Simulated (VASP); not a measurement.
# BN (F-43m) in VASP: notebook

The runs below take BN through single point, with PBEsol, r2SCAN.

Program: VASP 6.6.1. These are calculated values, not measurements. Logs are shortened: lines on timing, memory, paths and dates and some standing lists are left out, and cuts for length are marked.

## 1. The cell of the first run

The structure is cubic, space group F-43m (No. 216). Conventional cell: a = 3.610 Å, b = 3.610 Å, c = 3.610 Å, α = 90.00°, β = 90.00°, γ = 90.00°. Within 2.1 Å of B (site symmetry -43m) lie 4 N at 1.56 Å. N (site symmetry -43m) has 4 B at 1.56 Å within 2.1 Å.

## 2. Single point, PBEsol

INCAR

```
SYSTEM = BN
ALGO     = Normal         ! electronic algorithm
EDIFF    = 1E-6           ! SCF threshold, eV
ENCUT    = 520            ! plane-wave cutoff, eV
GGA      = PS             ! functional
ISIF     = 2              ! what is computed and relaxed
ISMEAR   = 0              ! smearing method
LASPH    = .TRUE.         ! aspherical terms in the spheres
LCHARG   = .FALSE.        ! write CHGCAR
LREAL    = .FALSE.        ! projectors in reciprocal space
LWAVE    = .FALSE.        ! write WAVECAR
NBANDS   = 11             ! bands
NELM     = 60             ! most SCF steps
PREC     = Accurate       ! precision mode
SIGMA    = 0.01           ! smearing width, eV
```

KPOINTS

```
k-points
0
G
  8 8 8
  0 0 0
```

POSCAR

```
BN
1.0
    0.0000000000      1.8048254497      1.8048254497
    1.8048254497      0.0000000000      1.8048254497
    1.8048254497      1.8048254497      0.0000000000
B N
1 1
Direct
    0.0000000000      0.0000000000      0.0000000000
    0.2500000000      0.2500000000      0.2500000000
```

Potentials or basis: VASP PAW PBE potentials, release 64 (B, N).

Started as:

```bash
$ cat potpaw_PBE.64/B/POTCAR potpaw_PBE.64/N/POTCAR > POTCAR
$ mpirun -np 1 vasp_std > vasp.out
```

OUTCAR:

```text
SYSTEM = BN
   EDIFF = 1E-6
   ENCUT = 520
   GGA = PS
   ISIF = 2
   ISMEAR = 0
   LASPH = .TRUE.
   LREAL = .FALSE.
   NELM = 60
   PREC = Accurate

 ion  position               nearest neighbor table
   1  0.000  0.000  0.000-   2 1.56   2 1.56   2 1.56   2 1.56
   2  0.250  0.250  0.250-   1 1.56   1 1.56   1 1.56   1 1.56

  LATTYP: Found a face centered cubic cell.
 ALAT       =     3.6096508994

  Lattice vectors:

 A1 = (   0.0000000000,   1.8048254497,   1.8048254497)
 A2 = (   1.8048254497,   0.0000000000,   1.8048254497)
 A3 = (   1.8048254497,   1.8048254497,   0.0000000000)

Analysis of symmetry for initial positions (statically):
=====================================================================
 Subroutine PRICEL returns:
 Original cell was already a primitive cell.

 Routine SETGRP: Setting up the symmetry group for a
 face centered cubic supercell.

 Subroutine GETGRP returns: Found 24 space group operations
 (whereof 24 operations were pure point group operations)
 out of a pool of 48 trial point group operations.

The static configuration has the point symmetry T_d .

Analysis of symmetry for dynamics (positions and initial velocities):
=====================================================================
 Subroutine PRICEL returns:
 Original cell was already a primitive cell.

 Routine SETGRP: Setting up the symmetry group for a
 face centered cubic supercell.

 Subroutine GETGRP returns: Found 24 space group operations
 (whereof 24 operations were pure point group operations)
 out of a pool of 48 trial point group operations.

The dynamic configuration has the point symmetry T_d .

 Subroutine INISYM returns: Found 24 space group operations
 (whereof 24 operations are pure point group operations),
 and found     1 'primitive' translations

----------------------------------------------------------------------------------------

                                     Primitive cell

  volume of cell :      11.7581

  direct lattice vectors                    reciprocal lattice vectors
     0.000000000  1.804825450  1.804825450    -0.277035101  0.277035101  0.277035101
     1.804825450  0.000000000  1.804825450     0.277035101 -0.277035101  0.277035101
     1.804825450  1.804825450  0.000000000     0.277035101  0.277035101 -0.277035101

  length of vectors
     2.552408629  2.552408629  2.552408629     0.479838870  0.479838870  0.479838870

  position of ions in fractional coordinates (direct lattice)
     0.000000000  0.000000000  0.000000000
     0.250000000  0.250000000  0.250000000

[... 85 lines left out ...]
   TEBEG  =    0.0;   TEEND  =   0.0 temperature during run
   PSTRESS=    0.0 pullay stress
   NELECT =       8.0000    total number of electrons
   NUPDOWN=      -1.0000    fix difference up-down
   EMIN   =  10.00;   EMAX   =-10.00  energy-range for DOS
   EFERMI =   0.00;   METHOD = LEGACY
   ISMEAR =     0;   SIGMA  =   0.01  broadening in eV -4-tet -1-fermi 0-gaus
   EFERMI_NEDOS =   21; number of points for ismear=-14 and -15
   IALGO  =     38    algorithm
   IMIX   =      4    mixing-type and parameters
     AMIX     =   0.40;   BMIX     =  1.00
     AMIX_MAG =   1.60;   BMIX_MAG =  1.00
  volume/ion in A,a.u.               =       5.88        39.67
  Fermi-wavevector in a.u.,A,eV,Ry     =   1.439880  2.720979 28.208337  2.073254
  Thomas-Fermi vector in A             =   2.558686
   LORBIT       =      0    0 simple, 1 ext, 2 COOP (PROOUT), +10 PAW based schemes
   GGA     = PS    functional components
   LHFCALC =     F    Hartree Fock is set to
   AEXX    =    0.0000 exact exchange contribution
   IVDW    =     0    specifies the selected vdW correction
   LEPSILON=     F    determine dielectric tensor
   LRPA    =     F    only Hartree local field effects (RPA)
 non-spin polarized calculation
 Gauss-broadening in eV      SIGMA  =   0.01
  energy-cutoff  :      520.00
  volume of cell :       11.76
 maximum number of plane-waves:       332
   NGX =  9   NGY =  9   NGZ =  9

 number of electron       7.9999999 magnetization

 Free energy of the ion-electron system (eV)
  ---------------------------------------------------
  ext. energy  EPLUGINS =         0.00000000
  ---------------------------------------------------
  free energy    TOTEN  =       -18.34657827 eV

  energy without entropy =      -18.34657827  energy(sigma->0) =      -18.34657827

 E-fermi :   7.4583     XC(G=0): -13.0378

 val. band max:        7.4178993177   @ k =   0.0000   0.0000   0.0000
 cond. band min:      11.6989673981   @ k =   0.5000   0.5000   0.0000
 fundamental gap:      4.2810680803
 Fermi energy:         7.4582959700

 k-point     1 :       0.0000    0.0000    0.0000
  band No.  band energies     occupation
      1     -12.8859      2.00000
      2       7.4179      2.00000
      3       7.4179      2.00000
      4       7.4179      2.00000
      5      16.2002      0.00000
      6      16.2002      0.00000
      7      16.2002      0.00000
      8      17.7571      0.00000
      9      32.0109      0.00000
     10      35.1618      0.00000
     11      35.1618      0.00000
[... 309 lines left out ...]
 k-point    24 :      -0.3750    0.2500    0.1250
  band No.  band energies     occupation
      1      -7.8817      2.00000
      2      -2.3964      2.00000
      3       2.5488      2.00000
      4       3.9207      2.00000
      5      16.8728      0.00000
      6      18.5631      0.00000
      7      21.8145      0.00000
      8      23.1731      0.00000
      9      26.7144      0.00000
     10      33.2168      0.00000
     11      34.8220      0.00000

 [... further k-points ...]

------------------------ aborting loop because EDIFF is reached ----------------------------------------

  FORCE on cell =-STRESS in cart. coord.  units (eV):
  Direction    XX          YY          ZZ          XY          YZ          ZX
  --------------------------------------------------------------------------------------
  -------------------------------------------------------------------------------------
  Total       -0.0475408     -0.0475408     -0.0475408      0.0000000     -0.0000000      0.0000000
  in kB       -6.4780009     -6.4780009     -6.4780009      0.0000000     -0.0000000      0.0000000
  external PRESSURE =      -6.4780009 kB  Pullay stress =       0.0000000 kB

 VOLUME and BASIS-vectors are now :
 -----------------------------------------------------------------------------
  energy-cutoff  :      520.00
  volume of cell :       11.76
      direct lattice vectors                 reciprocal lattice vectors
     0.000000000  1.804825450  1.804825450    -0.277035101  0.277035101  0.277035101
     1.804825450  0.000000000  1.804825450     0.277035101 -0.277035101  0.277035101
     1.804825450  1.804825450  0.000000000     0.277035101  0.277035101 -0.277035101

 POSITION                                       TOTAL-FORCE (eV/Angst)
 -----------------------------------------------------------------------------------
      0.00000      0.00000      0.00000         0.000000      0.000000      0.000000
      0.90241      0.90241      0.90241        -0.000000     -0.000000     -0.000000
 -----------------------------------------------------------------------------------
    total drift:                                0.000000      0.000000      0.000000

  FREE ENERGIE OF THE ION-ELECTRON SYSTEM (eV)
  ---------------------------------------------------
  free  energy   TOTEN  =       -18.3465782688 eV

  energy  without entropy=      -18.3465782688  energy(sigma->0) =      -18.34657827
```

stdout:

```text
POSCAR found type information on POSCAR B N
 POSCAR found :  2 types and       2 ions
 scaLAPACK will be used
 -----------------------------------------------------------------------------
|                                                                             |
|                                                                             |
|     You enforced a specific xc type in the INCAR file but a different       |
|     I HOPE YOU KNOW WHAT YOU ARE DOING!                                     |
|                                                                             |
 -----------------------------------------------------------------------------

 LDA part: xc-table for (Slater+PW92), standard interpolation
 POSCAR, INCAR and KPOINTS ok, starting setup
 FFT: planning ... GRIDC
 FFT: planning ... GRID_SOFT
 FFT: planning ... GRID
 WAVECAR not read
 entering main loop
```

Run time: 6.4 s. Hardware: 1 thread of Intel Xeon 8259CL, shared host; peak memory 0.12 GiB.

What came out:

```
Free energy            : -18.3466 eV
Pressure               : -0.6 GPa
Band gap on the k mesh : 4.28 eV (least direct gap 8.78 eV)
```

Levels at points of the mesh, in eV from the valence-band top:
```tsv
k point	band 2	band 3	band 4	band 5	band 6	band 7
(0.00, 0.00, 0.00)	0.00	0.00	0.00	8.78	8.78	8.78
(0.50, 0.00, 0.00)	-10.82	-1.96	-1.96	10.15	10.65	10.65
(0.50, 0.50, 0.00)	-8.99	-4.96	-4.96	4.28	9.12	17.94
```

Caveat: the PAW data sets were made with another functional, which shifts forces and pressure a little. A k mesh can miss the band edges.

## 3. Single point, r2SCAN

POSCAR is that of step 2.

INCAR.step1

```
ALGO = Normal
EDIFF = 1E-4
ENCUT = 520
GGA = PE
ISMEAR = 0
LASPH = T
LCHARG = F
LREAL = F
LWAVE = T
NBANDS = 11
NELM = 60
PREC = Accurate
SIGMA = 0.01
```

INCAR.step2

```
ALGO = Normal
EDIFF = 1E-6
ENCUT = 520
ISIF = 2
ISMEAR = 0
ISTART = 1
LASPH = T
LCHARG = F
LMIXTAU = T
LREAL = F
LWAVE = F
METAGGA = R2SCAN
NBANDS = 11
NELM = 60
PREC = Accurate
SIGMA = 0.01
```

KPOINTS

```
k-points
0
Gamma
  8 8 8
```

Potentials or basis: VASP PAW PBE potentials, release 64 (B, N).

Started as:

```bash
$ cat potpaw_PBE.64/B/POTCAR potpaw_PBE.64/N/POTCAR > POTCAR
$ cp INCAR.step1 INCAR
$ mpirun -np 1 vasp_std > vasp.out
$ cp INCAR.step2 INCAR
$ mpirun -np 1 vasp_std > vasp.out
```

Run time: 27 s. Hardware: 1 thread of Intel Xeon 8259CL, shared host; peak memory 0.12 GiB.

It converged, with:

* Free energy: -19.1712 eV
* Pressure: 1.1 GPa
* Band gap on the k mesh: 4.98 eV (least direct gap 9.55 eV)

Levels at points of the mesh, in eV from the valence-band top:
```csv
k point,band 1,band 2,band 3,band 4,band 5,band 6,band 7,band 8
"(0.00, 0.00, 0.00)",-21.34,0.00,0.00,0.00,9.55,9.55,9.55,11.14
"(0.50, 0.00, 0.00)",-17.03,-11.13,-2.02,-2.02,10.85,11.49,11.49,16.45
"(0.50, 0.50, 0.00)",-15.60,-9.35,-5.12,-5.12,4.98,9.84,19.33,19.33
```

Caveat: the PAW data sets were made with another functional, which shifts forces and pressure a little. A k mesh can miss the band edges.
